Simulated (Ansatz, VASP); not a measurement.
# Two plane-wave programs on C

```
C
1.0
     2.47000    0.00000    0.00000
    -1.23500    2.13908    0.00000
     0.00000    0.00000   13.03395
C
2
Direct
  0.66667 0.33333 0.49870
  0.33333 0.66667 0.50130
```

Alike in both runs: task single point; functional PBE; k mesh 30 × 30 × 1; occupations gaussian, width 0.05 eV; no spin polarisation.

|  | VASP | Ansatz |
| --- | --- | --- |
| version | VASP 6.6.1 | Ansatz 0.2.0 |
| potentials or method | VASP PAW PBE potentials, release 64 (C), cutoff 520 eV | scalar-relativistic, plane waves, PAW |
| valence electrons in the cell | 8 | 8 |

Ansatz gave:

* rms of the force components (eV/Å): 0.330

Problem. What did VASP give for the same quantities?

Solution. rms of the force components (eV/Å): 0.329.

Atom by atom the forces differ by 0.001 eV/Å (rms over components).
